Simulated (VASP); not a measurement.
# MgS (Niningerite) (Fm-3m) in VASP: single point with PBE

Aim: the single point of MgS (Niningerite) with PBE.

All numbers are computed with VASP 6.6.1; they aren't measurements. Logs are shortened: lines on timing, memory, paths and dates and some standing lists are left out, and cuts for length are marked.

## (1) The cell of the first run

It takes space group Fm-3m (No. 225, cubic). The conventional cell has a = 5.203 Å, b = 5.203 Å, c = 5.203 Å, α = 90.00°, β = 90.00°, γ = 90.00°. Within 3.4 Å of Mg (site symmetry m-3m) lie 6 S at 2.60 Å. S (site symmetry m-3m) has 6 Mg at 2.60 Å within 3.4 Å.

## (2) Single point, PBE

INCAR

```
SYSTEM = MgS
PREC = Accurate
ENCUT = 520
EDIFF = 1E-7
ISMEAR = 0
SIGMA = 0.01
LREAL = .False.
LASPH = .True.
NELM = 60
ALGO = Normal
ISIF = 2
LWAVE = .False.
LCHARG = .False.
GGA = PE
NBANDS = 11
ISYM = 0
```

KPOINTS

```
Automatic mesh
0
Gamma
  3 3 3
  0.5 0.5 0.5
```

POSCAR

```
MgS
1.0
    0.0000000000      2.6016500000      2.6016500000
    2.6016500000      0.0000000000      2.6016500000
    2.6016500000      2.6016500000      0.0000000000
Mg S
1 1
Direct
    0.0000000000      0.0000000000      0.0000000000
    0.5000000000      0.5000000000      0.5000000000
```

Potentials or basis: VASP PAW PBE potentials, release 64 (Mg, S).

The run is started by

```
$ cat potpaw_PBE.64/Mg/POTCAR potpaw_PBE.64/S/POTCAR > POTCAR
$ mpirun -np 1 vasp_std > vasp.out
```

OUTCAR:

```text
SYSTEM = MgS
   PREC = Accurate
   ENCUT = 520
   EDIFF = 1E-7
   ISMEAR = 0
   LREAL = .False.
   LASPH = .True.
   NELM = 60
   ISIF = 2
   GGA = PE
   ISYM = 0

 ion  position               nearest neighbor table
   1  0.000  0.000  0.000-   2 2.60   2 2.60   2 2.60   2 2.60   2 2.60   2 2.60
   2  0.500  0.500  0.500-   1 2.60   1 2.60   1 2.60   1 2.60   1 2.60   1 2.60

IMPORTANT INFORMATION: All symmetrisations will be switched off!
NOSYMM: (Re-)initialisation of all symmetry stuff for point group C_1.

----------------------------------------------------------------------------------------

                                     Primitive cell

  volume of cell :      35.2190

  direct lattice vectors                    reciprocal lattice vectors
     0.000000000  2.601650000  2.601650000    -0.192185728  0.192185728  0.192185728
     2.601650000  0.000000000  2.601650000     0.192185728 -0.192185728  0.192185728
     2.601650000  2.601650000  0.000000000     0.192185728  0.192185728 -0.192185728

  length of vectors
     3.679288715  3.679288715  3.679288715     0.332875446  0.332875446  0.332875446

  position of ions in fractional coordinates (direct lattice)
     0.000000000  0.000000000  0.000000000
     0.500000000  0.500000000  0.500000000

  ion indices of the primitive-cell ions
   primitive index   ion index
                 1           1
                 2           2

----------------------------------------------------------------------------------------

 KPOINTS: Automatic mesh

Automatic generation of k-mesh.
 Grid dimensions read from file:
 generate k-points for:    3    3    3

 Generating k-lattice:

  Cartesian coordinates                     Fractional coordinates (reciprocal lattice)
    -0.064061909  0.064061909  0.064061909     0.333333333  0.000000000  0.000000000
     0.064061909 -0.064061909  0.064061909     0.000000000  0.333333333  0.000000000
     0.064061909  0.064061909 -0.064061909     0.000000000  0.000000000  0.333333333

  Length of vectors
     0.110958482  0.110958482  0.110958482

  Shift w.r.t. Gamma in fractional coordinates (k-lattice)
     0.500000000  0.500000000  0.500000000

 Subroutine IBZKPT returns following result:
 ===========================================

 Found     56 irreducible k-points:

 Following reciprocal coordinates:
            Coordinates               Weight
  0.166667  0.166667  0.166667      2.000000
  0.166667  0.000000  0.000000      2.000000
  0.000000  0.000000 -0.166667      2.000000
  0.000000  0.166667  0.000000      2.000000
[... 42 lines left out ...]
   NSW    =      0    number of steps for IOM
   IBRION =     -1    ionic relax: 0-MD 1-quasi-New 2-CG
   NFREE  =      0    steps in history (QN), initial steepest desc. (CG)
   ISIF   =      2    stress and relaxation
   ISYM   =      0    0-nonsym 1-usesym 2-fastsym
   POTIM  = 0.5000    time-step for ionic-motion
   TEBEG  =    0.0;   TEEND  =   0.0 temperature during run
   PSTRESS=    0.0 pullay stress
   NELECT =       8.0000    total number of electrons
   NUPDOWN=      -1.0000    fix difference up-down
   EMIN   =  10.00;   EMAX   =-10.00  energy-range for DOS
   EFERMI =   0.00;   METHOD = LEGACY
   ISMEAR =     0;   SIGMA  =   0.01  broadening in eV -4-tet -1-fermi 0-gaus
   EFERMI_NEDOS =   21; number of points for ismear=-14 and -15
   IALGO  =     38    algorithm
   IMIX   =      4    mixing-type and parameters
     AMIX     =   0.40;   BMIX     =  1.00
     AMIX_MAG =   1.60;   BMIX_MAG =  1.00
  volume/ion in A,a.u.               =      17.61       118.83
  Fermi-wavevector in a.u.,A,eV,Ry     =   0.998878  1.887606 13.575323  0.997758
  Thomas-Fermi vector in A             =   2.131131
   LORBIT       =      0    0 simple, 1 ext, 2 COOP (PROOUT), +10 PAW based schemes
   GGA     = PE    functional components
   LHFCALC =     F    Hartree Fock is set to
   AEXX    =    0.0000 exact exchange contribution
   IVDW    =     0    specifies the selected vdW correction
   LEPSILON=     F    determine dielectric tensor
   LRPA    =     F    only Hartree local field effects (RPA)
 non-spin polarized calculation
 Gauss-broadening in eV      SIGMA  =   0.01
  energy-cutoff  :      520.00
  volume of cell :       35.22
 maximum number of plane-waves:       960
   NGX = 13   NGY = 13   NGZ = 13

 number of electron       8.0000000 magnetization

 Free energy of the ion-electron system (eV)
  ---------------------------------------------------
  ext. energy  EPLUGINS =         0.00000000
  ---------------------------------------------------
  free energy    TOTEN  =        -8.49952188 eV

  energy without entropy =       -8.49952188  energy(sigma->0) =       -8.49952188

 E-fermi :   3.6224     XC(G=0):  -9.6877

 val. band max:        3.5586827733   @ k =   0.1667   0.0000   0.0000
 cond. band min:       7.4174942686   @ k =   0.3333   0.3333  -0.1667
 fundamental gap:      3.8588114953
 Fermi energy:         3.6224244444

 k-point     1 :       0.1667    0.1667    0.1667
  band No.  band energies     occupation
      1      -8.6759      2.00000
      2       2.0990      2.00000
      3       3.5587      2.00000
      4       3.5587      2.00000
      5       8.5351      0.00000
      6      11.3839      0.00000
      7      11.9415      0.00000
      8      11.9415      0.00000
      9      13.3752      0.00000
     10      13.3752      0.00000
     11      16.1595      0.00000
[... 309 lines left out ...]
 k-point    24 :      -0.3333    0.0000   -0.1667
  band No.  band energies     occupation
      1      -8.0779      2.00000
      2       0.5661      2.00000
      3       2.7279      2.00000
      4       2.8451      2.00000
      5       9.0270      0.00000
      6      10.2908      0.00000
      7      11.2301      0.00000
      8      12.5745      0.00000
      9      14.6947      0.00000
     10      16.0058      0.00000
     11      17.5199      0.00000

 [... further k-points ...]
[... 5 lines left out ...]
  --------------------------------------------------------------------------------------
  -------------------------------------------------------------------------------------
  Total        0.1948470      0.1948453      0.1948457      0.0000013     -0.0000017      0.0000005
  in kB        8.8639593      8.8638791      8.8638985      0.0000612     -0.0000788      0.0000209
  external PRESSURE =       8.8639123 kB  Pullay stress =       0.0000000 kB

 VOLUME and BASIS-vectors are now :
 -----------------------------------------------------------------------------
  energy-cutoff  :      520.00
  volume of cell :       35.22
      direct lattice vectors                 reciprocal lattice vectors
     0.000000000  2.601650000  2.601650000    -0.192185728  0.192185728  0.192185728
     2.601650000  0.000000000  2.601650000     0.192185728 -0.192185728  0.192185728
     2.601650000  2.601650000  0.000000000     0.192185728  0.192185728 -0.192185728

 POSITION                                       TOTAL-FORCE (eV/Angst)
 -----------------------------------------------------------------------------------
      0.00000      0.00000      0.00000         0.000000      0.000000     -0.000000
      2.60165      2.60165      2.60165        -0.000000     -0.000000      0.000000
 -----------------------------------------------------------------------------------
    total drift:                                0.000001      0.000000     -0.000000

  FREE ENERGIE OF THE ION-ELECTRON SYSTEM (eV)
  ---------------------------------------------------
  free  energy   TOTEN  =        -8.4995218815 eV

  energy  without entropy=       -8.4995218815  energy(sigma->0) =       -8.49952188
```

stdout:

```text
POSCAR found type information on POSCAR MgS
 POSCAR found :  2 types and       2 ions
 scaLAPACK will be used
 LDA part: xc-table for (Slater+PW92), standard interpolation
 POSCAR, INCAR and KPOINTS ok, starting setup
 FFT: planning ... GRIDC
 FFT: planning ... GRID_SOFT
 FFT: planning ... GRID
 WAVECAR not read
 entering main loop
```

It took 25 s on 1 thread of Intel Xeon Platinum 8259CL at 2.50GHz (Skylake/Cascade Lake), shared host; peak memory 0.16 GiB.

What came out:

| Quantity | Value |
| --- | --- |
| Free energy | -8.4995 eV |
| Pressure | 0.9 GPa |
| Band gap on the k mesh | 3.86 eV, indirect (least direct gap 4.98 eV) |

Caveat: the k points lie up to 0.70 Å⁻¹ apart. As with any semilocal functional, this PBE gap is likely too small.
